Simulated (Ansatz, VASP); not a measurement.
Two plane-wave programs on LiCl

```
CELL_PARAMETERS angstrom
0.00000 2.55604 2.45380
2.55604 0.00000 2.45380
2.55604 2.55604 0.00000
ATOMIC_POSITIONS crystal
Li 0.00000 0.00000 0.00000
Cl 0.50000 0.50000 0.50000
```

Change from the starting cell: uniaxial_z strain -4.0%.

Alike in both runs: task single point; functional r2SCAN; k mesh 8 × 8 × 8; no spin polarisation.

```csv
,VASP,Ansatz
version,VASP 6.6.1,Ansatz 0.2.0
potentials or method,"VASP PAW PBE potentials, release 64 (Li_sv, Cl)","plane waves, PAW"
plane-wave cutoff (eV),520,500
occupations,"gaussian, width 0.01 eV",fixed
valence electrons in the cell,10,10
```

```csv
,VASP,Ansatz,Ansatz less VASP
gap on the k mesh at the Fermi level (eV),7.54,7.51,-0.033
```

VASP's potentials were made for PBE, not for r2SCAN.

Noted on VASP's run: the cutoff is short for stress, so the pressure is rough.
